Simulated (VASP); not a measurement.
Input of a VASP 6.6.1 run:

The input POSCAR:

```
CaF2
1.0
    0.0000000000      2.7195929726      2.7195929726
    2.7195929726      0.0000000000      2.7195929726
    2.7195929726      2.7195929726      0.0000000000
Ca F
1 2
Direct
    0.0000000000      0.0000000000      0.0000000000
    0.2500000000      0.2500000000      0.2500000000
    0.7500000000      0.7500000000      0.7500000000
```

The input INCAR.step1:

```
SYSTEM = CaF2
  PREC = Accurate
  ENCUT = 660
  ISMEAR = 0
  SIGMA = 0.01
  LREAL = .FALSE.
  LASPH = .TRUE.
  NELM = 120
  NBANDS = 19
  GGA = PE
  ALGO = Normal
  EDIFF = 1E-5
  LWAVE = .TRUE.
  LCHARG = .FALSE.
  GGA_COMPAT = .FALSE.
```

File INCAR.step2:

```
SYSTEM = CaF2
  PREC = Accurate
  ENCUT = 660
  EDIFF = 1E-6
  ISMEAR = 0
  SIGMA = 0.01
  LREAL = .FALSE.
  LASPH = .TRUE.
  NELM = 120
  ALGO = Normal
  ISIF = 2
  LWAVE = .FALSE.
  LCHARG = .TRUE.
  METAGGA = R2SCAN
  LMIXTAU = .TRUE.
  LELF = .TRUE.
  LVHAR = .TRUE.
  NBANDS = 19
  ISTART = 1
  GGA_COMPAT = .FALSE.
```

File KPOINTS:

```
Automatic mesh
0
G
  6 6 6
  0 0 0
```

Potentials or basis: VASP PAW PBE potentials, release 64 (Ca_sv, F).

Command:

```console
$ cat potpaw_PBE.64/Ca_sv/POTCAR potpaw_PBE.64/F/POTCAR > POTCAR
$ cp INCAR.step1 INCAR
$ mpirun -np 1 vasp_std > vasp.out
$ cp INCAR.step2 INCAR
$ mpirun -np 1 vasp_std > vasp.out
```

Task: Estimate the band gap on the k mesh.

Result: 8.03 eV (least direct gap 8.29 eV).

Task: Estimate the pressure.

Result: 0.4 GPa.

Caveat: the PAW data sets were made with another functional, which shifts forces and pressure a little. A k mesh can miss the band edges.
